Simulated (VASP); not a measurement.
Write the native input for VASP 6.6.1 that does the following.

* Task: single point
* Functional: PBEsol
* Potentials or basis: VASP PAW PBE potentials, release 64 (Ca_sv)
* Cutoff: 520 eV
* k mesh: 11 × 11 × 11
* Occupations: fermi-dirac, width 0.05 eV
* Spin: no spin polarisation
* Dipole correction: no
* Further INCAR settings: ALGO = Normal; EDIFF = 1e-06; NBANDS = 11

The structure of Ca lies in POSCAR:

```
Ca
1.0
    0.0000000000      2.7942000000      2.8500840000
    2.7942000000      0.0000000000      2.8500840000
    2.7942000000      2.7942000000      0.0000000000
Ca
1
Direct
    0.0000000000      0.0000000000      0.0000000000
```

This cell differs from its parent crystal: zz strain of +2 %.

The input as run:

INCAR

```
SYSTEM = Ca
ALGO = Normal
EDIFF = 1E-6
ENCUT = 520
GGA = PS
ISIF = 2
ISMEAR = -1
LASPH = .True.
LCHARG = .False.
LREAL = .False.
LWAVE = .False.
NBANDS = 11
NELM = 100
PREC = Accurate
SIGMA = 0.05
```

KPOINTS

```
k-points
0
Gamma
  11 11 11
  0 0 0
```

Potentials or basis: VASP PAW PBE potentials, release 64 (Ca_sv).

Launch:

```bash
$ cat potpaw_PBE.64/Ca_sv/POTCAR > POTCAR
$ mpirun -np 1 vasp_std > vasp.out
```

Results of the run:

* Pressure: -1.4 GPa
* Band gap on the k mesh: zero (band 5 reaches 1.87 eV, above the bottom of band 6 at 1.53 eV)

Caveat: the cell differs from its parent crystal (zz strain of +2 %); the PAW data sets were made with another functional, which shifts forces and pressure a little.

Run time: 33 s on 1 thread of AMD EPYC 7R43 64-Core Processor (Zen 3), with other jobs on the host, peak memory 0.17 GiB.
